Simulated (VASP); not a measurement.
Wanted: the native input for a VASP 6.6.1 run.

| Item | Value |
| --- | --- |
| Task | single point |
| Functional | PBE |
| Potentials or basis | VASP PAW PBE potentials, release 64 (Mg, Ti_sv, N) |
| Cutoff | 520 eV |
| k mesh | 4 × 4 × 4 |
| Occupations | gaussian, width 0.1 eV |
| Spin | collinear spin, ferromagnetic start |
| Starting moments | [0.0, 0.0, 0.0, 1.0, 0.0] μB |
| Dipole correction | no |
| Further INCAR settings | ALGO = Normal; EDIFF = 1e-07; NBANDS = 24 |

The structure of Mg3TiN lies in POSCAR:

```
Mg3TiN
1.0
    4.3578725282      0.0000000000      0.0000000000
    0.0000000000      4.3578725282      0.0000000000
    0.0000000000      0.0000000000      4.3578725282
Mg Ti N
3 1 1
Direct
    0.5000000000      0.5000000000      0.0000000000
    0.0000000000      0.5000000000      0.5000000000
    0.5000000000      0.0000000000      0.5000000000
    0.0000000000      0.0000000000      0.0000000000
    0.5000000000      0.5000000000      0.5000000000
```

One way to write it, as run:

INCAR

```
SYSTEM = Mg3TiN
  PREC = Accurate
  ENCUT = 520
  EDIFF = 1E-7
  ISMEAR = 0
  SIGMA = 0.1
  LREAL = .False.
  LASPH = .True.
  NELM = 150
  ALGO = Normal
  ISIF = 2
  LWAVE = .False.
  LCHARG = .False.
  ISPIN = 2
  MAGMOM = 0 0 0 1 0
  LORBIT = 11
  LMAXMIX = 4
  GGA = PE
  NBANDS = 24
```

KPOINTS

```
Automatic mesh
0
Gamma
  4 4 4
  0 0 0
```

Potentials or basis: VASP PAW PBE potentials, release 64 (Mg, Ti_sv, N).

Run with:

```sh
$ cat potpaw_PBE.64/Mg/POTCAR potpaw_PBE.64/Ti_sv/POTCAR potpaw_PBE.64/N/POTCAR > POTCAR
$ mpirun -np 1 vasp_std > vasp.out
```

It gave:

```json
{
  "Pressure": "0.0 GPa",
  "Net moment": "-0.10 μB per cell",
  "Site moments": "Mg +0.00; Ti -0.09; N +0.01 μB",
  "Valence electrons inside the program's atomic spheres": "Mg 0.39; Ti 10.10; N 3.63"
}
```

Caveat: the k points lie up to 0.36 Å⁻¹ apart.

It took 34 s on 1 thread of AMD EPYC 9R45 96-Core Processor (Zen 5), on a shared host, peak memory 0.19 GiB.
